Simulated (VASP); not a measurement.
Input of a VASP 6.6.1 run:

File INCAR:

```
SYSTEM = ZnC2
PREC = Accurate
ENCUT = 520
EDIFF = 1E-8
ISMEAR = 0
SIGMA = 0.01
LREAL = .False.
LASPH = .True.
NELM = 60
ALGO = Normal
ISIF = 2
LWAVE = .False.
LCHARG = .False.
IBRION = 8
NSW = 1
LEPSILON = .True.
```

The input KPOINTS:

```
regular mesh
0
Gamma
  8 8 8
  0 0 0
```

Contents of POSCAR:

```
ZnC2
1.0
   -1.6094862052      1.6094862052      2.5124258110
    1.6094862052     -1.6094862052      2.5124258110
    1.6094862052      1.6094862052     -2.5124258110
Zn C
1 2
Direct
    0.0000000000      0.0000000000      0.0000000000
    0.6228679826      0.6228679826      0.0000000000
    0.3771320174      0.3771320174      0.0000000000
```

Potentials or basis: VASP PAW LDA potentials, release 64 (Zn, C).

The run is started by

```console
$ cat potpaw_LDA.64/Zn/POTCAR potpaw_LDA.64/C/POTCAR > POTCAR
$ mpirun -np 1 vasp_std > vasp.out
```

**Question.** Estimate the electronic dielectric tensor (diagonal).

**Answer.** 7.04, 7.04, 8.50.

**Question.** Predict the Born charges (mean of the diagonal).

**Answer.** Zn +2.23; C -1.12 e.

**Question.** What does it give for the highest phonon frequency at Γ?

**Answer.** 2043 cm⁻¹.

Electronic dielectric tensor:
```
7.04 0.00 0.00
0.00 7.04 0.00
0.00 0.00 8.50
```

Caveat: the cell stands under pressure or tension, which shifts response properties; some modes are imaginary.
